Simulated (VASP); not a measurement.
Set up this calculation in VASP 6.6.1, as the native input.

```
Task                   : single point
Functional             : PBE
Potentials or basis    : VASP PAW PBE potentials, release 64 (Zn, Ru_pv, C, N)
Cutoff                 : 520 eV
k mesh                 : 4 × 4 × 4
Occupations            : gaussian, width 0.1 eV
Spin                   : collinear spin, ferromagnetic start
Starting moments       : [0.0, 1.0, 0.0, 0.0, 0.0, 0.0, 0.0, 0.0, 0.0, 0.0] μB
Dipole correction      : no
Further INCAR settings : ALGO = Normal; EDIFF = 1e-07; NBANDS = 46
```

The structure of ZnRuC4N4 lies in POSCAR:

```
ZnRuC4N4
1.0
    5.8924842964      0.0000000000      0.0000000000
    0.0000000000      5.8924842964      0.0000000000
    0.0000000000      0.0000000000      5.8924842964
Zn Ru C N
1 1 4 4
Direct
    0.5000000000      0.5000000000      0.5000000000
    0.0000000000      0.0000000000      0.0000000000
    0.1928176963      0.1928176963      0.1928176963
    0.1928176963      0.8071823037      0.8071823037
    0.8071823037      0.1928176963      0.8071823037
    0.8071823037      0.8071823037      0.1928176963
    0.3079045926      0.3079045926      0.3079045926
    0.3079045926      0.6920954074      0.6920954074
    0.6920954074      0.3079045926      0.6920954074
    0.6920954074      0.6920954074      0.3079045926
```

One way to write it, as run:

INCAR

```
PREC = Accurate
ENCUT = 520
EDIFF = 1E-7
ISMEAR = 0
SIGMA = 0.1
LREAL = F
LASPH = T
NELM = 150
ALGO = Normal
ISIF = 2
LWAVE = F
LCHARG = F
ISPIN = 2
MAGMOM = 0 1 0 0 0 0 0 0 0 0
LORBIT = 11
LMAXMIX = 4
GGA = PE
NBANDS = 46
```

KPOINTS

```
regular mesh
0
Gamma
  4 4 4
```

Potentials or basis: VASP PAW PBE potentials, release 64 (Zn, Ru_pv, C, N).

The run is started by

```sh
$ cat potpaw_PBE.64/Zn/POTCAR potpaw_PBE.64/Ru_pv/POTCAR potpaw_PBE.64/C/POTCAR potpaw_PBE.64/N/POTCAR > POTCAR
$ mpirun -np 1 vasp_std > vasp.out
```

It gave:

- Pressure: 0.4 GPa
- Largest force: 0.337 eV/Å
- Band gap on the k mesh: zero (filled and empty bands overlap)
- Net moment: 2.00 μB per cell
- Site moments: Zn +0.01; Ru +0.96; C +0.02; N +0.07 μB
- Valence electrons inside the program's atomic spheres: Zn 10.86; Ru 12.76; C 2.58; N 3.89

It took 6 min on 1 thread of Oxide Virtual Turin-like Processor (shared host), peak memory 0.45 GiB.
